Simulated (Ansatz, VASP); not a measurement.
# One calculation of BP, two programs

Contents of INCAR:

```
PREC = Accurate ; ENCUT = 520
EDIFF = 1E-6 ; ISMEAR = 0
SIGMA = 0.05 ; LREAL = False
LASPH = True ; NELM = 100
ALGO = Normal ; ISIF = 2
LWAVE = False ; LCHARG = False
GGA = PE ; NBANDS = 11
```

Contents of KPOINTS:

```
regular mesh
0
Gamma
  10 10 10
```

The input POSCAR:

```
BP
1.0
    0.0000000000      2.3597600000      2.4505200000
    2.3597600000      0.0000000000      2.4505200000
    2.3597600000      2.3597600000      0.0000000000
B P
1 1
Direct
    0.0000000000      0.0000000000      0.0000000000
    0.7500000000      0.7500000000      0.7500000000
```

Input for Ansatz:

```yaml
crystal:
  lattice:
    - [0.0, 2.35976, 2.45052]
    - [2.35976, 0.0, 2.45052]
    - [2.35976, 2.35976, 0.0]
  atoms:
    - { symbol: B, position: [0.0, 0.0, 0.0] }
    - { symbol: P, position: [0.75, 0.75, 0.75] }
basis:
  ecutwfc: 420
kpoints:
  mp_grid: { grid: [10, 10, 10] }
hamiltonian:
  xc: pbe
scf:
  occupations: { method: gaussian, width: 0.05 }
output:
  forces: true
  stress: true
  eigenvalues: true
```

Change from the starting cell: strain +0.040 along x and y, +0.080 along z, atoms carried along.

Alike in both runs: task single point; functional PBE; k mesh 10 × 10 × 10; occupations gaussian, width 0.05 eV; no spin polarisation.

```csv
,VASP,Ansatz
version,VASP 6.6.1,Ansatz 0.2.0
potentials or method,"VASP PAW PBE potentials, release 64 (B, P), cutoff 520 eV","scalar-relativistic, plane waves, PAW"
valence electrons in the cell,8,8
```

Ansatz gave:

| Quantity | Value |
| --- | --- |
| gap on the k mesh at the Fermi level (eV) | 1.18 |
| least direct gap on the mesh (eV) | 3.03 |
| pressure (GPa) | -18.0 |
| traceless stress, the component that is largest in VASP (GPa) | -6.07 |

Task: Which values does VASP return?

Result: gap on the k mesh at the Fermi level (eV): 1.17; least direct gap on the mesh (eV): 3.03; pressure (GPa): -18.2; traceless stress, the component that is largest in VASP (GPa): -6.08.

The functional is the same, so the differences come from potentials, cutoffs and numerics.
